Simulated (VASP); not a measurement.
# SnO2 (C222_1) in VASP: notebook, part 3 of 3

VASP 6.6.1.

## (5) Single point, PBE+D3(BJ)

This run uses another cell than the first one, of 15.38 Å³/atom, 1.052 times its volume.

The input, INCAR:

```
SYSTEM = SnO2
ALGO = Normal ; EDIFF = 1E-6
ENCUT = 520 ; GGA = PE
ISIF = 2 ; ISMEAR = 0
IVDW = 12 ; LASPH = .TRUE.
LCHARG = .FALSE. ; LREAL = .FALSE.
LWAVE = .FALSE. ; NBANDS = 35
NELM = 60 ; PREC = Accurate
SIGMA = 0.05
```

The input, KPOINTS:

```
k-points
0
G
  12 12 4
  0 0 0
```

The input, POSCAR:

```
SnO2
1.0
    3.2111798104      0.0000000000      0.0000000000
   -1.6055899052      2.7809632919      0.0000000000
    0.0000000000      0.0000000000     10.3330629359
Sn O
2 4
Direct
   -0.0389919738      0.0000000000      0.5000000000
    0.0389919738      0.0000000000      0.0000000000
    0.6271796222      0.3333333333      0.4017901351
    0.7061537111      0.3333333333      0.0982098649
    0.2938462889      0.6666666667      0.5982098649
    0.3728203778      0.6666666667      0.9017901351
```

Potentials or basis: VASP PAW PBE potentials, release 64 (Sn_d, O).

Launch:

```
> cat potpaw_PBE.64/Sn_d/POTCAR potpaw_PBE.64/O/POTCAR > POTCAR
> mpirun -np 1 vasp_std > vasp.out
```

OUTCAR:

```text
SYSTEM = SnO2
   EDIFF = 1E-6
   ENCUT = 520
   GGA = PE
   ISIF = 2
   ISMEAR = 0
   IVDW = 12
   LASPH = .TRUE.
   LREAL = .FALSE.
   NELM = 60
   PREC = Accurate
 IVDW          = 12

 ion  position               nearest neighbor table
   1  0.961  0.000  0.500-   5 2.11   3 2.11   5 2.11   3 2.11   3 2.11   5 2.11
   2  0.039  0.000  0.000-   4 2.11   6 2.11   4 2.11   6 2.11   6 2.11   4 2.11
   3  0.627  0.333  0.402-   1 2.11   1 2.11   1 2.11
   4  0.706  0.333  0.098-   2 2.11   2 2.11   2 2.11
   5  0.294  0.667  0.598-   1 2.11   1 2.11   1 2.11
   6  0.373  0.667  0.902-   2 2.11   2 2.11   2 2.11

  LATTYP: Found a hexagonal cell.
 ALAT       =     3.2111798104
 C/A-ratio  =     3.2178400295

  Lattice vectors:

 A1 = (   3.2111798104,   0.0000000000,   0.0000000000)
 A2 = (  -1.6055899052,   2.7809632919,   0.0000000000)
 A3 = (   0.0000000000,   0.0000000000,  10.3330629359)

Analysis of symmetry for initial positions (statically):
=====================================================================
 Subroutine PRICEL returns:
 Original cell was already a primitive cell.

 Routine SETGRP: Setting up the symmetry group for a
 hexagonal supercell.

 Subroutine GETGRP returns: Found  4 space group operations
 (whereof  2 operations were pure point group operations)
 out of a pool of 24 trial point group operations.

The static configuration has the point symmetry C_2 .
 The point group associated with its full space group is D_2 .

Analysis of symmetry for dynamics (positions and initial velocities):
=====================================================================
 Subroutine PRICEL returns:
 Original cell was already a primitive cell.

 Routine SETGRP: Setting up the symmetry group for a
 hexagonal supercell.

 Subroutine GETGRP returns: Found  4 space group operations
 (whereof  2 operations were pure point group operations)
 out of a pool of 24 trial point group operations.

The dynamic configuration has the point symmetry C_2 .
 The point group associated with its full space group is D_2 .

 Subroutine INISYM returns: Found  4 space group operations
 (whereof  2 operations are pure point group operations),
 and found     1 'primitive' translations

----------------------------------------------------------------------------------------

                                     Primitive cell

  volume of cell :      92.2760

  direct lattice vectors                    reciprocal lattice vectors
     3.211179810  0.000000000  0.000000000     0.311412023  0.179793815  0.000000000
    -1.605589905  2.780963292  0.000000000     0.000000000  0.359587630  0.000000000
     0.000000000  0.000000000 10.333062936     0.000000000  0.000000000  0.096776726

  length of vectors
     3.211179810  3.211179810 10.333062936     0.359587630  0.359587630  0.096776726

  position of ions in fractional coordinates (direct lattice)
     0.961008026  0.000000000  0.500000000
     0.038991974  0.000000000  0.000000000
     0.627179622  0.333333333  0.401790135
[... 35 lines left out ...]
 ===========================================

 Found    129 irreducible k-points:

 Following reciprocal coordinates:
            Coordinates               Weight
  0.000000  0.000000  0.000000      1.000000
  0.083333 -0.000000  0.000000      4.000000
  0.000000  0.083333  0.000000      2.000000
  0.166667 -0.000000  0.000000      4.000000
  0.000000  0.166667  0.000000      2.000000
  0.250000  0.000000  0.000000      4.000000
[... 16 lines left out ...]
 -0.083333  0.416667  0.000000      4.000000
 -0.416667  0.333333  0.000000      4.000000
 [... further k-points ...]
   k-points           NKPTS =    129   k-points in BZ     NKDIM =    129   number of bands    NBANDS=     35
   number of dos      NEDOS =    301   number of ions     NIONS =      6
   total plane-waves  NPLWV =  46080
   dimension x,y,z NGX =    24 NGY =   24 NGZ =   80
   dimension x,y,z NGXF=    48 NGYF=   48 NGZF=  160
   ions per type =               2   4
   NGX,Y,Z   is equivalent  to a cutoff of  12.43, 12.43, 12.87 a.u.
   NGXF,Y,Z  is equivalent  to a cutoff of  24.85, 24.85, 25.74 a.u.
 SYSTEM =  SnO2
   PREC   = accura    normal or accurate (medium, high low for compatibility)
   ISTART =      0    job   : 0-new  1-cont  2-samecut
   ICHARG =      2    charge: 1-file 2-atom 10-const
   ISPIN  =      1    spin polarized calculation?
   LNONCOLLINEAR =      F non collinear calculations
   LSORBIT =      F    spin-orbit coupling
   LASPH  =      T    aspherical Exc in radial PAW
   ENCUT  =  520.0 eV  38.22 Ry    6.18 a.u.   5.97  5.97 19.21*2*pi/ulx,y,z
   NELM   =     60;   NELMIN=  2; NELMDL= -5     # of ELM steps
   EDIFF  = 0.1E-05   stopping-criterion for ELM
   LREAL  =      F    real-space projection
   EDIFFG = 0.1E-04   stopping-criterion for IOM
   NSW    =      0    number of steps for IOM
   IBRION =     -1    ionic relax: 0-MD 1-quasi-New 2-CG
   NFREE  =      0    steps in history (QN), initial steepest desc. (CG)
   ISIF   =      2    stress and relaxation
   ISYM   =      2    0-nonsym 1-usesym 2-fastsym
   POTIM  = 0.5000    time-step for ionic-motion
   TEBEG  =    0.0;   TEEND  =   0.0 temperature during run
   PSTRESS=    0.0 pullay stress
   NELECT =      52.0000    total number of electrons
   NUPDOWN=      -1.0000    fix difference up-down
   EMIN   =  10.00;   EMAX   =-10.00  energy-range for DOS
   EFERMI =   0.00;   METHOD = LEGACY
   ISMEAR =     0;   SIGMA  =   0.05  broadening in eV -4-tet -1-fermi 0-gaus
   EFERMI_NEDOS =   21; number of points for ismear=-14 and -15
   IALGO  =     38    algorithm
   IMIX   =      4    mixing-type and parameters
     AMIX     =   0.40;   BMIX     =  1.00
     AMIX_MAG =   1.60;   BMIX_MAG =  1.00
  volume/ion in A,a.u.               =      15.38       103.78
  Fermi-wavevector in a.u.,A,eV,Ry     =   1.352217  2.555319 24.878117  1.828490
  Thomas-Fermi vector in A             =   2.479574
   LORBIT       =      0    0 simple, 1 ext, 2 COOP (PROOUT), +10 PAW based schemes
   GGA     = PE    functional components
   LHFCALC =     F    Hartree Fock is set to
   AEXX    =    0.0000 exact exchange contribution
   IVDW    =    12    specifies the selected vdW correction
   LEPSILON=     F    determine dielectric tensor
   LRPA    =     F    only Hartree local field effects (RPA)
 non-spin polarized calculation
 Gauss-broadening in eV      SIGMA  =   0.05
  energy-cutoff  :      520.00
  volume of cell :       92.28
 maximum number of plane-waves:      2520
   NGX = 11   NGY = 11   NGZ = 39

 number of electron      51.9999990 magnetization

 Free energy of the ion-electron system (eV)
  ---------------------------------------------------
  ext. energy  EPLUGINS =         0.00000000
  ---------------------------------------------------
  free energy    TOTEN  =       -36.30778111 eV

  energy without entropy =      -36.30778111  energy(sigma->0) =      -36.30778111

 E-fermi :   3.0085     XC(G=0):  -9.5254

 val. band max:        2.7158786970   @ k =   0.2500   0.2500   0.0000
 cond. band min:       4.7821424822   @ k =   0.0000   0.0000   0.0000
 fundamental gap:      2.0662637852
 Fermi energy:         3.0084522943

 k-point     1 :       0.0000    0.0000    0.0000
  band No.  band energies     occupation
      1     -17.3816      2.00000
      2     -17.3802      2.00000
      3     -17.1514      2.00000
      4     -17.1514      2.00000
      5     -17.1513      2.00000
      6     -17.1513      2.00000
[... 901 lines left out ...]
     34      14.5074      0.00000
     35      14.6678      0.00000

 [... further k-points ...]

------------------------ aborting loop because EDIFF is reached ----------------------------------------

 Edisp (eV)   -0.98772

 E8    (eV) :    -0.3867

  FORCE on cell =-STRESS in cart. coord.  units (eV):
  Direction    XX          YY          ZZ          XY          YZ          ZX
  --------------------------------------------------------------------------------------
  -------------------------------------------------------------------------------------
  Total       0.44117     0.42780     0.07609     0.00000     0.00000     0.00000
  in kB       7.65999     7.42789     1.32115     0.00000     0.00000     0.00000
  external pressure =        5.47 kB  Pullay stress =        0.00 kB

 VOLUME and BASIS-vectors are now :
 -----------------------------------------------------------------------------
  energy-cutoff  :      520.00
  volume of cell :       92.28
      direct lattice vectors                 reciprocal lattice vectors
     3.211179810  0.000000000  0.000000000     0.311412023  0.179793815  0.000000000
    -1.605589905  2.780963292  0.000000000     0.000000000  0.359587630  0.000000000
     0.000000000  0.000000000 10.333062936     0.000000000  0.000000000  0.096776726

 POSITION                                       TOTAL-FORCE (eV/Angst)
 -----------------------------------------------------------------------------------
      3.08597      0.00000      5.16653        -0.024573      0.000000     -0.000000
      0.12521      0.00000      0.00000         0.024573      0.000000     -0.000000
      1.47879      0.92699      4.15172        -0.002587     -0.000510     -0.057360
      1.73239      0.92699      1.01481         0.002587     -0.000510      0.057360
     -0.12680      1.85398      6.18134        -0.002587      0.000510      0.057360
      0.12680      1.85398      9.31825         0.002587      0.000510     -0.057360
 -----------------------------------------------------------------------------------
    total drift:                                0.000000      0.000000     -0.000000

  FREE ENERGIE OF THE ION-ELECTRON SYSTEM (eV)
  ---------------------------------------------------
  free  energy   TOTEN  =       -37.2955021240 eV

  energy  without entropy=      -37.2955021240  energy(sigma->0) =      -37.29550212
```

OSZICAR:

```text
N       E                     dE             d eps       ncg     rms          rms(c)
DAV:   1     0.647736500986E+03    0.64774E+03   -0.25558E+04  9973   0.215E+03
DAV:   2     0.644121454054E+02   -0.58332E+03   -0.54958E+03 10009   0.605E+02
DAV:   3    -0.367030289105E+02   -0.10112E+03   -0.99418E+02  9937   0.209E+02
DAV:   4    -0.421230479584E+02   -0.54200E+01   -0.53860E+01 11191   0.541E+01
DAV:   5    -0.422682755414E+02   -0.14523E+00   -0.14504E+00 11094   0.913E+00    0.152E+01
DAV:   6    -0.362494082615E+02    0.60189E+01   -0.17821E+01 14122   0.646E+01    0.624E+00
DAV:   7    -0.363444691270E+02   -0.95061E-01   -0.21714E+00  9679   0.851E+00    0.318E+00
DAV:   8    -0.363122538686E+02    0.32215E-01   -0.18149E-01 13833   0.381E+00    0.964E-01
DAV:   9    -0.363062022570E+02    0.60516E-02   -0.34663E-02 14350   0.268E+00    0.142E-01
DAV:  10    -0.363077287390E+02   -0.15265E-02   -0.59675E-03 11875   0.808E-01    0.765E-02
DAV:  11    -0.363077624432E+02   -0.33704E-04   -0.65993E-04 14432   0.307E-01    0.207E-02
DAV:  12    -0.363077835135E+02   -0.21070E-04   -0.72470E-05 10448   0.536E-02    0.162E-02
DAV:  13    -0.363077813997E+02    0.21138E-05   -0.87421E-06 11579   0.338E-02    0.256E-03
DAV:  14    -0.363077811132E+02    0.28651E-06   -0.95758E-07  7122   0.918E-03
   1 F= -.37295502E+02 E0= -.37295502E+02  d E =-.862284E-18
```

stdout:

```text
POSCAR found type information on POSCAR SnO
 POSCAR found :  2 types and       6 ions
 scaLAPACK will be used
 LDA part: xc-table for (Slater+PW92), standard interpolation
 POSCAR, INCAR and KPOINTS ok, starting setup
 FFT: planning ... GRIDC
 FFT: planning ... GRID_SOFT
 FFT: planning ... GRID
 WAVECAR not read
 entering main loop
```

Run time: 5.1 min. Hardware: 1 thread of Oxide Virtual Turin-like, shared host; peak memory 0.41 GiB.

What came out:

```
Free energy                : -37.2955 eV
Pressure                   : 0.5 GPa
Largest force              : 0.057 eV/Å
Band gap on the k mesh     : 2.07 eV, indirect (least direct gap 2.43 eV)
Dispersion energy per atom : -0.165 eV
```

Forces on the atoms (eV/Å):
```
Sn  -0.025  0.000  0.000
Sn   0.025  0.000  0.000
O   -0.003 -0.001 -0.057
O    0.003 -0.001  0.057
O   -0.003  0.001  0.057
O    0.003  0.001 -0.057
```

Stress tensor (GPa, compression positive):
```
0.77 0.00 0.00
0.00 0.74 0.00
0.00 0.00 0.13
```

Caveat: spin-orbit coupling is left out, which moves the levels of the heavy elements.

## (6) Single point, PBE+D3(BJ)

This run uses another cell than the first one, of 15.00 Å³/atom, 1.026 times its volume.

The input, INCAR:

```
PREC = Accurate
ENCUT = 520
EDIFF = 1E-6
ISMEAR = 0
SIGMA = 0.05
LREAL = F
LASPH = T
NELM = 80
ALGO = Normal
ISIF = 2
LWAVE = F
LCHARG = T
GGA = PE
IVDW = 12
LELF = T
LVHAR = T
NBANDS = 35
```

The input, KPOINTS:

```
Automatic mesh
0
Gamma
  12 12 4
```

Changes to POSCAR since step 5:

```diff
@@ -2,5 +2,5 @@
 1.0
-    3.2111798104      0.0000000000      0.0000000000
-   -1.6055899052      2.7809632919      0.0000000000
-    0.0000000000      0.0000000000     10.3330629359
+    3.1845270180      0.0000000000      0.0000000000
+   -1.5922635090      2.7578812966      0.0000000000
+    0.0000000000      0.0000000000     10.2472985135
 Sn O
```

Potentials or basis: VASP PAW PBE potentials, release 64 (Sn_d, O).

Launch:

```
> cat potpaw_PBE.64/Sn_d/POTCAR potpaw_PBE.64/O/POTCAR > POTCAR
> mpirun -np 1 vasp_std > vasp.out
```

It took 11 min on 1 thread of AMD EPYC 9755, shared host; peak memory 0.4 GiB.

It converged, with:

* Free energy: -37.2595 eV
* Pressure: 4.2 GPa
* Largest force: 0.346 eV/Å
* Band gap on the k mesh: 2.22 eV, indirect (least direct gap 2.63 eV)
* Dispersion energy per atom: -0.169 eV

Forces in eV/Å, atoms in the order of the input:
```
Sn  -0.028  0.000  0.000
Sn   0.028  0.000  0.000
O   -0.002 -0.001 -0.346
O    0.002 -0.001  0.346
O   -0.002  0.001  0.346
O    0.002  0.001 -0.346
```

Stress tensor (GPa, compression positive):
```
5.17 0.00 0.00
0.00 5.15 0.00
0.00 0.00 2.32
```

Levels at points of the mesh, in eV from the valence-band top:
```
           k point  band 24  band 25  band 26  band 27  band 28  band 29
(0.00, 0.00, 0.00)    -0.91    -0.91    -0.40     2.22     3.14     5.53
(0.50, 0.00, 0.00)    -0.62    -0.56    -0.08     5.39     5.58     7.04
(0.00, 0.50, 0.00)    -0.62    -0.56    -0.07     5.39     5.58     7.03
(0.00, 0.00, 0.50)    -0.93    -0.85    -0.85     2.69     2.69     5.77
(0.50, 0.00, 0.50)    -0.59    -0.31    -0.31     5.48     5.48     7.39
(0.00, 0.50, 0.50)    -0.59    -0.31    -0.31     5.48     5.48     7.39
```

Caveat: spin-orbit coupling is left out, which moves the levels of the heavy elements. PBE gaps usually lie below the measured ones, often by a third to a half.

## (7) The runs side by side

```tsv
cell	gap on the mesh (eV)	pressure (GPa)	largest force (eV/Å)
a = 3.158, b = 3.158, c = 10.161 Å, angles 90.0, 90.0, 120.0°, 6 atoms	2.41	8.4	0.68
a = 3.211, b = 3.211, c = 10.333 Å, angles 90.0, 90.0, 120.0°, 6 atoms	2.07	0.5	0.06
a = 3.185, b = 3.185, c = 10.247 Å, angles 90.0, 90.0, 120.0°, 6 atoms	2.22	4.2	0.35
```

Some of these runs hold the atoms at other places in the same cell, which the table doesn't show; runs alike in all that it shows share one row.

Alike in all rows: task single point; level PBE+D3(BJ); potentials or basis VASP PAW PBE potentials, release 64 (Sn_d, O); no spin polarisation; k mesh 12 × 12 × 4; cutoff (eV) 520; smearing gaussian 0.05 eV.

Caveats: spin-orbit coupling is left out, which moves the levels of the heavy elements.

Absolute energies hang on the potentials; compare differences alone.
